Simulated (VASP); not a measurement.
Runs of VASP 6.6.1 on NiO. The structure is that of space group Fm-3m (No. 225), or close to it. The cells are those of the table. 

| cell | k mesh | gap on the mesh (eV) | pressure (GPa) | moment (μB) |
| --- | --- | --- | --- | --- |
| a = 3.018, b = 3.018, c = 4.268 Å, 4 atoms | 5 × 5 × 3 | 2.62 | -8.0 | 0.00 |
| a = 3.005, b = 3.005, c = 5.199 Å, angles 73.2, 90.0, 60.0°, 4 atoms | 10 × 10 × 10 | 3.05 | -7.7 | 0.00 |
| a = 3.007, b = 3.007, c = 5.203 Å, angles 73.2, 90.0, 60.0°, 4 atoms | 10 × 10 × 10 | 3.04 | -8.0 | 0.00 |
| a = 3.018, b = 3.018, c = 5.227 Å, angles 73.2, 90.0, 60.0°, 4 atoms | 6 × 6 × 6 | (a) | (b) | 0.00 |

Alike in all rows: task single point; level PBE+U; potentials or basis VASP PAW PBE potentials, release 64 (Ni, O); spin collinear, antiferromagnetic start; Ni d U = 6.2 eV; cutoff (eV) 520; smearing gaussian 0.05 eV.

Task: Estimate the missing entries.

Result: (a) 2.95; (b) -9.7.

Caveats: some runs use coarse meshes.

A k mesh can miss the band edges.
